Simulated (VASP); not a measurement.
# Be3N2 (R3m) in VASP: notebook, part 3 of 3

VASP 6.6.1. The steps go on from the part before.

## 5. Single point, LDA

This run uses another cell than the first one, of the same volume but with other edges.

The input, INCAR:

```
PREC = Accurate
ENCUT = 520
EDIFF = 1E-6
ISMEAR = 0
SIGMA = 0.05
LREAL = F
LASPH = T
NELM = 100
ALGO = Normal
ISIF = 2
LWAVE = F
LCHARG = F
NBANDS = 16
```

The input, KPOINTS:

```
regular mesh
0
Gamma
  12 12 12
```

The input, POSCAR:

```
Be3N2
1.0
    1.3754067663      0.7940914668      5.1854502949
   -1.3754067663      0.7940914668      5.1854502949
    0.0000000000     -1.5881829335      5.1854502949
Be N
3 2
Direct
    0.8590010800      0.8590010800      0.8590010800
    0.3176945600      0.3176945600      0.3176945600
    0.0888067700      0.0888067700      0.0888067700
    0.2041626800      0.2041626800      0.2041626800
    0.7084349100      0.7084349100      0.7084349100
```

Potentials or basis: VASP PAW LDA potentials, release 64 (Be, N).

The run is started by

```console
cat potpaw_LDA.64/Be/POTCAR potpaw_LDA.64/N/POTCAR > POTCAR
mpirun -np 1 vasp_std > vasp.out
```

OUTCAR:

```text
PREC = Accurate
   ENCUT = 520
   EDIFF = 1E-6
   ISMEAR = 0
   LREAL = F
   LASPH = T
   NELM = 100
   ISIF = 2

 ion  position               nearest neighbor table
   1  0.859  0.859  0.859-   4 1.60   4 1.60   4 1.60   3 2.26   3 2.26   3 2.26
   2  0.318  0.318  0.318-   4 1.77   5 1.82   5 1.82   5 1.82   3 2.27   3 2.27   3 2.27
   3  0.089  0.089  0.089-   5 1.75   5 1.75   5 1.75   4 1.79   1 2.26   1 2.26   1 2.26   2 2.27
                             2 2.27   2 2.27
   4  0.204  0.204  0.204-   1 1.60   1 1.60   1 1.60   2 1.77   3 1.79
   5  0.708  0.708  0.708-   3 1.75   3 1.75   3 1.75   2 1.82   2 1.82   2 1.82

  LATTYP: Found a trigonal (rhomboedric) cell.
 ALAT       =     5.4232112066
 COS(alpha) =     0.8713590401

  Lattice vectors:

 A1 = (   1.3754067663,   0.7940914668,   5.1854502949)
 A2 = (  -1.3754067663,   0.7940914668,   5.1854502949)
 A3 = (   0.0000000000,  -1.5881829335,   5.1854502949)

Analysis of symmetry for initial positions (statically):
=====================================================================
 Subroutine PRICEL returns:
 Original cell was already a primitive cell.

 Routine SETGRP: Setting up the symmetry group for a
 trigonal (rhombohedral) supercell.

 Subroutine GETGRP returns: Found  6 space group operations
 (whereof  6 operations were pure point group operations)
 out of a pool of 12 trial point group operations.

The static configuration has the point symmetry C_3v.

Analysis of symmetry for dynamics (positions and initial velocities):
=====================================================================
 Subroutine PRICEL returns:
 Original cell was already a primitive cell.

 Routine SETGRP: Setting up the symmetry group for a
 trigonal (rhombohedral) supercell.

 Subroutine GETGRP returns: Found  6 space group operations
 (whereof  6 operations were pure point group operations)
[... 123 lines left out ...]
   ISMEAR =     0;   SIGMA  =   0.05  broadening in eV -4-tet -1-fermi 0-gaus
   EFERMI_NEDOS =   21; number of points for ismear=-14 and -15
   IALGO  =     38    algorithm
   IMIX   =      4    mixing-type and parameters
     AMIX     =   0.40;   BMIX     =  1.00
     AMIX_MAG =   1.60;   BMIX_MAG =  1.00
  volume/ion in A,a.u.               =       6.80        45.86
  Fermi-wavevector in a.u.,A,eV,Ry     =   1.273606  2.406766 22.069625  1.622072
  Thomas-Fermi vector in A             =   2.406420
   LORBIT       =      0    0 simple, 1 ext, 2 COOP (PROOUT), +10 PAW based schemes
   GGA     = CA    functional components
   LHFCALC =     F    Hartree Fock is set to
   AEXX    =    0.0000 exact exchange contribution
   IVDW    =     0    specifies the selected vdW correction
   LEPSILON=     F    determine dielectric tensor
   LRPA    =     F    only Hartree local field effects (RPA)
 non-spin polarized calculation
 Gauss-broadening in eV      SIGMA  =   0.05
  energy-cutoff  :      520.00
  volume of cell :       33.98
 maximum number of plane-waves:       930
   NGX = 21   NGY = 21   NGZ = 21

 number of electron      15.9999999 magnetization

 Free energy of the ion-electron system (eV)
  ---------------------------------------------------
  ext. energy  EPLUGINS =         0.00000000
  ---------------------------------------------------
  free energy    TOTEN  =       -36.43321612 eV

  energy without entropy =      -36.43321612  energy(sigma->0) =      -36.43321612

 E-fermi :   6.2725     XC(G=0): -11.5859

 val. band max:        5.9815128216   @ k =   0.0000   0.0000   0.0000
 cond. band min:       8.2135919326   @ k =   0.5000   0.5000   0.0000
 fundamental gap:      2.2320791110
 Fermi energy:         6.2725442071

 k-point     1 :       0.0000    0.0000    0.0000
  band No.  band energies     occupation
      1     -10.6792      2.00000
      2      -8.6313      2.00000
      3      -2.0992      2.00000
      4       4.5906      2.00000
      5       4.9963      2.00000
      6       4.9963      2.00000
[... 433 lines left out ...]
      3      -1.4088      2.00000
      4       0.4278      2.00000
      5       1.6792      2.00000
      6       1.9819      2.00000
[... 8 lines left out ...]
     15      18.9965      0.00000
     16      20.1852      0.00000

 [... further k-points ...]
[... 5 lines left out ...]
  --------------------------------------------------------------------------------------
  -------------------------------------------------------------------------------------
  Total        2.0810306      2.0810306     -6.2860316      0.0000000     -0.0000000      0.0000000
  in kB       98.1182158     98.1182158   -296.3792051      0.0000000     -0.0000000      0.0000000
  external PRESSURE =     -33.3809245 kB  Pullay stress =       0.0000000 kB

 VOLUME and BASIS-vectors are now :
 -----------------------------------------------------------------------------
  energy-cutoff  :      520.00
  volume of cell :       33.98
      direct lattice vectors                 reciprocal lattice vectors
     1.375406766  0.794091467  5.185450295     0.363528821  0.209883463  0.064282428
    -1.375406766  0.794091467  5.185450295    -0.363528821  0.209883463  0.064282428
     0.000000000 -1.588182933  5.185450295     0.000000000 -0.419766925  0.064282428

 POSITION                                       TOTAL-FORCE (eV/Angst)
 -----------------------------------------------------------------------------------
      0.00000      0.00000     13.36292         0.000000      0.000000      0.699197
      0.00000      0.00000      4.94217         0.000000     -0.000000     -0.050555
      0.00000      0.00000      1.38151         0.000000     -0.000000     -0.101065
      0.00000      0.00000      3.17603         0.000000     -0.000000     -0.222429
      0.00000      0.00000     11.02066         0.000000     -0.000000     -0.325148
 -----------------------------------------------------------------------------------
    total drift:                                0.000000      0.000000     -0.000774

  FREE ENERGIE OF THE ION-ELECTRON SYSTEM (eV)
  ---------------------------------------------------
  free  energy   TOTEN  =       -36.4332161239 eV

  energy  without entropy=      -36.4332161239  energy(sigma->0) =      -36.43321612
```

stdout:

```text
POSCAR found type information on POSCAR BeN
 POSCAR found :  2 types and       5 ions
 scaLAPACK will be used
 LDA part: xc-table for (Slater(with rela. corr.)+CA(PZ))
 , standard interpolation
 POSCAR, INCAR and KPOINTS ok, starting setup
 FFT: planning ... GRIDC
 FFT: planning ... GRID_SOFT
 FFT: planning ... GRID
 WAVECAR not read
 entering main loop
```

Wall time 1.9 min (1 thread of AMD EPYC 9R45 (Zen 5), shared host); peak memory 0.21 GiB.

Results:

```yaml
Free_energy: -36.4332 eV
Pressure: -3.3 GPa
Largest_force: 0.699 eV/Å
Band_gap_on_the_k_mesh: 2.23 eV, indirect (least direct gap 3.87 eV)
```

Forces on the atoms (eV/Å):
```
Be   0.000  0.000  0.699
Be   0.000  0.000 -0.051
Be   0.000  0.000 -0.101
N    0.000  0.000 -0.222
N    0.000  0.000 -0.325
```

Stress tensor (GPa, compression positive):
```
  9.81   0.00   0.00
  0.00   9.81   0.00
  0.00   0.00 -29.64
```

 A k mesh can miss the band edges.

## 6. Single point, LDA

This run uses another cell than the first one, of the same volume but with other edges.

The input, INCAR:

```
SYSTEM = Be3N2
PREC     = Accurate       ! precision mode
ENCUT    = 520            ! plane-wave cutoff, eV
EDIFF    = 1E-7           ! SCF threshold, eV
ISMEAR   = 0              ! smearing method
SIGMA    = 0.05           ! smearing width, eV
LREAL    = .False.        ! projectors in reciprocal space
LASPH    = .True.         ! aspherical terms in the spheres
NELM     = 60             ! most SCF steps
ALGO     = Normal         ! electronic algorithm
ISIF     = 2              ! what is computed and relaxed
LWAVE    = .False.        ! write WAVECAR
LCHARG   = .False.        ! write CHGCAR
NBANDS   = 16             ! bands
```

The input, KPOINTS:

```
regular mesh
0
Gamma
  12 12 12
  0 0 0
```

POSCAR, as its differences from that of step 5:

```diff
@@ -2,5 +2,5 @@
 1.0
-    1.3754067663      0.7940914668      5.1854502949
-   -1.3754067663      0.7940914668      5.1854502949
-    0.0000000000     -1.5881829335      5.1854502949
+    1.4392568570      0.8309553338      4.7355690584
+   -1.4392568570      0.8309553338      4.7355690584
+    0.0000000000     -1.6619106676      4.7355690584
 Be N
```

Potentials or basis: VASP PAW LDA potentials, release 64 (Be, N).

The run is started by

```console
cat potpaw_LDA.64/Be/POTCAR potpaw_LDA.64/N/POTCAR > POTCAR
mpirun -np 1 vasp_std > vasp.out
```

Wall time 2.3 min (1 thread of AMD EPYC 9R45 (Zen 5), shared host); peak memory 0.21 GiB.

It converged, with:

```yaml
Free_energy: -36.6517 eV
Pressure: -7.2 GPa
Largest_force: 0.279 eV/Å
Band_gap_on_the_k_mesh: 2.82 eV, indirect (least direct gap 3.61 eV)
```

Forces on the atoms (eV/Å):
```
Be   0.000  0.000 -0.279
Be   0.000  0.000  0.136
Be   0.000  0.000 -0.072
N    0.000  0.000  0.016
N    0.000  0.000  0.199
```

Stress tensor (GPa, compression positive):
```
-12.89   0.00   0.00
  0.00 -12.89   0.00
  0.00   0.00   4.11
```

Levels at points of the mesh, in eV from the valence-band top:
```
           k point  band 6  band 7  band 8  band 9  band 10  band 11
(0.00, 0.00, 0.00)   -0.15    0.00    0.00    6.15     7.86     7.86
(0.50, 0.00, 0.00)   -3.03   -2.95   -2.12    5.46     6.76    10.45
(0.50, 0.50, 0.00)   -3.37   -1.21   -0.79    2.82     7.84     8.89
(0.50, 0.50, 0.50)   -1.06   -0.43   -0.43    6.64     8.76     8.76
```

 A k mesh can miss the band edges.

## 7. Summary

| cell | gap on the mesh (eV) | pressure (GPa) | largest force (eV/Å) |
| --- | --- | --- | --- |
| a = 4.697 Å, angles 37.2°, 5 atoms | 2.54 | -2.1 | 1.67 |
| a = 5.708 Å, angles 27.1°, 5 atoms | 1.66 | 3.5 | 1.21 |
| a = 4.902 Å, angles 34.7°, 5 atoms | 2.80 | -6.4 | 0.58 |
| a = 5.423 Å, angles 29.4°, 5 atoms | 2.23 | -3.3 | 0.70 |
| a = 5.019 Å, angles 33.3°, 5 atoms | 2.82 | -7.2 | 0.28 |

Alike in all rows: task single point; level LDA; potentials or basis VASP PAW LDA potentials, release 64 (Be, N); no spin polarisation; k mesh 12 × 12 × 12; cutoff (eV) 520; smearing gaussian 0.05 eV.

Caveats: forces of over 1 eV/Å act on the atoms, so gaps and moduli don't describe the material at rest (some runs).

Absolute energies hang on the potentials; compare differences alone.
